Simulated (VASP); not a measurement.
A run of VASP 6.6.1:

INCAR

```
PREC = Accurate
ENCUT = 520
EDIFF = 1E-6
ISMEAR = -1
SIGMA = 0.1
LREAL = False
LASPH = True
NELM = 60
ALGO = Normal
ISIF = 2
LWAVE = False
LCHARG = False
GGA = PS
NBANDS = 8
```

KPOINTS

```
Automatic mesh
0
Gamma
  19 19 19
```

POSCAR

```
Sb
1.0
   -1.8657968255      1.8657968255      1.8657968255
    1.8657968255     -1.8657968255      1.8657968255
    1.8657968255      1.8657968255     -1.8657968255
Sb
1
Direct
    0.0000000000      0.0000000000      0.0000000000
```

Potentials or basis: VASP PAW PBE potentials, release 64 (Sb).

Launch:

```bash
$ cat potpaw_PBE.64/Sb/POTCAR > POTCAR
$ mpirun -np 1 vasp_std > vasp.out
```

Hardware: 1 thread of Intel Xeon 6975P-C, with other jobs on the host.

Task: How long does it take, and how much memory?

Result: Run time: 15 s on 1 thread of Intel Xeon 6975P-C (shared host), peak memory 0.17 GiB. Counts: scf iterations 9, k points 220.
